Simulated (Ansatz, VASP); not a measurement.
## Two plane-wave programs on Cu

Contents of INCAR:

```
ALGO = Normal
EDIFF = 1E-6
ENCUT = 520
GGA = PE
ISIF = 2
ISMEAR = 0
LASPH = T
LCHARG = F
LREAL = F
LWAVE = F
NBANDS = 12
NELM = 100
PREC = Accurate
SIGMA = 0.15
```

The input KPOINTS:

```
k-points
0
Gamma
  22 22 22
```

The input POSCAR:

```
Cu
1.0
    0.0000000000      1.9521000000      1.9521000000
    1.9521000000      0.0000000000      1.9521000000
    1.9521000000      1.9521000000      0.0000000000
Cu
1
Direct
    0.0000000000      0.0000000000      0.0000000000
```

Input for Ansatz:

```yaml
crystal:
  lattice:
    - [0.0, 1.9521, 1.9521]
    - [1.9521, 0.0, 1.9521]
    - [1.9521, 1.9521, 0.0]
  atoms:
    - { symbol: Cu, position: [0.0, 0.0, 0.0] }
basis:
  ecutwfc: 420
kpoints:
  mp_grid: { grid: [22, 22, 22] }
hamiltonian:
  xc: pbe
scf:
  occupations: { method: gaussian, width: 0.15 }
output:
  forces: true
  stress: true
  eigenvalues: true
```

Change from the starting cell: strain +0.080 along x and y, +0.080 along z, atoms carried along.

Alike in both runs: task single point; functional PBE; k mesh 22 × 22 × 22; occupations gaussian, width 0.15 eV; no spin polarisation.

|  | VASP | Ansatz |
| --- | --- | --- |
| version | VASP 6.6.1 | Ansatz 0.2.0 |
| potentials or method | VASP PAW PBE potentials, release 64 (Cu), cutoff 520 eV | scalar-relativistic, plane waves, PAW |
| valence electrons in the cell | 11 | 19 |

```tsv
	VASP	Ansatz	Ansatz less VASP
gap on the k mesh at the Fermi level (eV)	none	none	-
pressure (GPa)	-16.9	-17.7	-0.76
```

A gap of «none» marks a metal or a gap that the smearing closes. VASP's potentials hold 11 valence electrons a cell and Ansatz's 19, so a difference there can come from the potentials and not from the codes.
